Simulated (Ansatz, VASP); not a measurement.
One calculation of Mo, two programs

```
Mo
1.0
     5.06540    0.00000    0.00000
     0.00000    5.06540    0.00000
     0.00000    0.00000    5.06540
Mo
8
Direct
  0.00000 0.00000 0.00000
  0.50000 0.50000 0.50000
  0.25000 0.00000 0.50000
  0.75000 0.00000 0.50000
  0.50000 0.25000 0.00000
  0.50000 0.75000 0.00000
  0.00000 0.50000 0.25000
  0.00000 0.50000 0.75000
```

Alike in both runs: functional RPBE; k mesh 5 × 5 × 5; occupations fermi-dirac, width 0.1 eV; no spin polarisation.

Ansatz relaxed the structure, and its values are those at the end. VASP's run is a single point on that final structure, the one shown.

|  | VASP | Ansatz |
| --- | --- | --- |
| version | VASP 6.6.1 | Ansatz 0.2.0 |
| potentials or method | VASP PAW PBE potentials, release 64 (Mo_sv), cutoff 520 eV | plane waves (420 eV) with PAW, scalar-relativistic |
| valence electrons in the cell | 112 | 112 |

|  | VASP | Ansatz | Ansatz less VASP |
| --- | --- | --- | --- |
| pressure (GPa) | 0.4 | 0.0 | -0.46 |

VASP's potentials were made for PBE, not for RPBE. With one functional, cell and mesh, what is left measures potentials, basis and numerics.
